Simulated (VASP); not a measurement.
Ga2Os, 6 atoms in the cell. The structure is orthorhombic, space group Fddd (No. 70). Conventional cell: a = 4.587 Å, b = 7.916 Å, c = 8.533 Å, α = 90.00°, β = 90.00°, γ = 90.00°. Ga (site symmetry 2) has 9 Ga at 2.51 to 3.13 Å and 5 Os at 2.51 to 2.64 Å within 3.3 Å. Within 3.3 Å of Os (site symmetry 222) lie 10 Ga at 2.51 to 2.64 Å and 4 Os at 3.13 Å. 

```yaml
Program: VASP 6.6.1
Task: single point
Functional: PBEsol
Potentials_or_basis: VASP PAW PBE potentials, release 64 (Ga_d, Os)
Cutoff: 520 eV
k_mesh: 8 × 8 × 8
Occupations: gaussian, width 0.02 eV
Spin: no spin polarisation
Dipole_correction: no
Further_INCAR_settings: ALGO = Normal; EDIFF = 1e-07; NBANDS = 43
```

Potentials or basis: VASP PAW PBE potentials, release 64 (Ga_d, Os).

Launch:

```bash
$ cat potpaw_PBE.64/Ga_d/POTCAR potpaw_PBE.64/Os/POTCAR > POTCAR
$ mpirun -np 1 vasp_std > vasp.out
```

Hardware: 1 thread of Intel(R) Xeon(R) 6975P-C (Granite Rapids), with other jobs on the host.

Problem. Estimate the wall time of this run.

Solution. It took 3.2 min on 1 thread of Intel(R) Xeon(R) 6975P-C (Granite Rapids), on a shared host, peak memory 0.41 GiB. Counts: scf iterations 16, k points 95.
